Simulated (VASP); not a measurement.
Crystal: Ag.

```
Ag
1.0
     0.00000    2.04275    2.04275
     2.04275    0.00000    2.04275
     2.04275    2.04275    0.00000
Ag
1
Direct
  0.00000 0.00000 0.00000
```

- Program: VASP 6.6.1
- Task: relaxation of cell and atoms
- Functional: PBEsol
- Dispersion: D4
- Potentials or basis: VASP PAW PBE potentials, release 64 (Ag)
- Cutoff: 600 eV
- k mesh: 11 × 11 × 11
- Occupations: fermi-dirac, width 0.05 eV
- Spin: no spin polarisation

At the start: pressure -6.0 GPa; volume 17.05 Å³/atom.

Where does the relaxation end?

Over 3 steps the energy falls by 17.4 meV/atom and the volume is 16.18 Å³/atom (-5.1 %); space group Fm-3m (No. 225, to 0.05 Å).

The path:
```tsv
step	energy change (eV)	largest force (eV/Å)	pressure (GPa)	volume (Å³)
1	0.0000	0.0000	-6.01	17.05
2	-0.0052	0.0000	6.26	15.52
3	-0.0174	0.0000	-0.03	16.18
```

Final structure:
```
CELL_PARAMETERS angstrom
0.00000 2.00745 2.00745
2.00745 0.00000 2.00745
2.00745 2.00745 0.00000
ATOMIC_POSITIONS crystal
Ag 0.00000 0.00000 0.00000
```

Caveat: the PAW data sets were made with another functional, which shifts forces and pressure a little; pairwise dispersion overbinds metals, which lowers pressure and volume.
